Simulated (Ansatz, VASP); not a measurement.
# Ga in VASP and in Ansatz

```
CELL_PARAMETERS angstrom
-1.76312 1.76312 1.76312
1.76312 -1.76312 1.76312
1.76312 1.76312 -1.76312
ATOMIC_POSITIONS crystal
Ga 0.00000 0.00000 0.00000
```

Alike in both runs: functional BLYP; k mesh 13 × 13 × 13; occupations fermi-dirac, width 0.1 eV; no spin polarisation.

Ansatz relaxed the structure, and its values are those at the end. VASP's run is a single point on that final structure, the one shown.

|  | VASP | Ansatz |
| --- | --- | --- |
| version | VASP 6.6.1 | Ansatz 0.2.0 |
| potentials or method | VASP PAW PBE potentials, release 64 (Ga_d), cutoff 520 eV | plane waves (420 eV) with PAW, scalar-relativistic |
| valence electrons in the cell | 13 | 13 |

Ansatz gave:

- pressure (GPa): 0.0

Problem. Which values does VASP return?

Solution. Pressure (GPa): -0.1.

VASP's potentials were made for PBE, not for BLYP.
